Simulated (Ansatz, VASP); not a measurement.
# C: VASP beside Ansatz

```
CELL_PARAMETERS angstrom
0.00000 1.81264 1.81264
1.81264 0.00000 1.81264
1.81264 1.81264 0.00000
ATOMIC_POSITIONS crystal
C 0.50000 0.50000 0.50000
C 0.75000 0.75000 0.75000
```

Change from the starting cell: volume scaled by 1.05.

Alike in both runs: task single point; functional PBE; k mesh 20 × 20 × 20; occupations fermi-dirac, width 0.08 eV; no spin polarisation.

|  | VASP | Ansatz |
| --- | --- | --- |
| version | VASP 6.6.1 | Ansatz 0.2.0 |
| potentials or method | VASP PAW PBE potentials, release 64 (C), cutoff 520 eV | all-electron LAPW, scalar-relativistic |

Ansatz gave:

* gap on the k mesh at the Fermi level (eV): 4.03
* pressure (GPa): -17.9

Q: Estimate VASP's values.

A: gap on the k mesh at the Fermi level (eV): 4.03; pressure (GPa): -17.3.

Ansatz ran all-electron here, and VASP with PAW potentials.
